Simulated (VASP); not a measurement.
RbBr:

```
CELL_PARAMETERS angstrom
4.19290 0.00000 0.00000
0.00000 4.19290 0.00000
0.00000 0.00000 4.19290
ATOMIC_POSITIONS crystal
Rb 0.04406 0.97961 0.13461
Br 0.45594 0.52039 0.36539
```

- Program: VASP 6.6.1
- Task: relaxation of cell and atoms
- Functional: PBE
- Potentials or basis: VASP PAW PBE potentials, release 64 (Rb_sv, Br)
- Cutoff: 600 eV
- k mesh: 6 × 6 × 6
- Occupations: gaussian, width 0.05 eV
- Spin: no spin polarisation

At the start: pressure 6.7 GPa; volume 36.86 Å³/atom.

How do energy, volume and symmetry change on relaxing?

Over 27 steps the energy falls by 383.6 meV/atom and the volume is 43.26 Å³/atom (+17.4 %); space group P1 (No. 1, to 0.1 Å) before, P-6m2 (No. 187, to 0.1 Å).

The path:
| step | energy change (eV) | largest force (eV/Å) | pressure (GPa) | volume (Å³) |
| --- | --- | --- | --- | --- |
| 1 | 0.0000 | 2.0991 | 6.69 | 73.71 |
| 2 | -0.5575 | 0.2252 | -0.06 | 91.06 |
| 3 | -0.5577 | 0.2025 | -0.18 | 91.85 |
| 4 | -0.5577 | 0.2131 | -0.12 | 91.47 |
| 5 | -0.5761 | 0.1894 | -0.13 | 91.23 |
| 6 | -0.6161 | 0.1612 | -0.07 | 90.35 |
| 7 | -0.6001 | 0.4317 | 0.60 | 87.75 |
| 8 | -0.6284 | 0.2027 | 0.05 | 89.54 |
| 9 | -0.6286 | 0.2169 | 0.09 | 89.38 |
| 10 | -0.6451 | 0.2160 | -0.11 | 89.81 |
| 11 | -0.6757 | 0.2118 | -0.39 | 90.79 |
| 12 | -0.6954 | 0.1592 | -0.15 | 88.04 |
| 13 | -0.7006 | 0.1414 | 0.14 | 85.85 |
| 14 | -0.7119 | 0.1276 | 0.04 | 85.82 |
| 15 | -0.7189 | 0.1137 | 0.00 | 85.69 |
| 16 | -0.7197 | 0.1067 | 0.01 | 85.62 |
| 17 | -0.7299 | 0.0818 | -0.03 | 85.70 |
| 18 | -0.7411 | 0.0805 | 0.08 | 85.67 |
| 19 | -0.7423 | 0.0392 | 0.00 | 85.72 |
| 20 | -0.7534 | 0.0722 | 0.01 | 85.79 |
| 21 | -0.7568 | 0.0953 | 0.05 | 85.72 |
| 22 | -0.7618 | 0.0600 | -0.06 | 86.70 |
| 23 | -0.7623 | 0.0522 | -0.10 | 87.10 |
| 24 | -0.7660 | 0.0191 | 0.09 | 85.78 |
| 25 | -0.7661 | 0.0121 | 0.13 | 85.52 |
| 26 | -0.7662 | 0.0181 | -0.14 | 87.45 |
| 27 | -0.7671 | 0.0058 | -0.02 | 86.52 |

Final structure:
```xyz
2
Lattice="4.6222 0.0330 1.2095 -0.0301 4.3602 -0.0132 1.2359 0.0047 4.6159" Properties=species:S:1:pos:R:3 pbc="T T T"
Rb    0.4570    4.3610    0.4715
Br    2.4269    2.1982    2.4214
```

Caveat: the volume moved by over 15 % at a fixed basis, so the end points are rough.
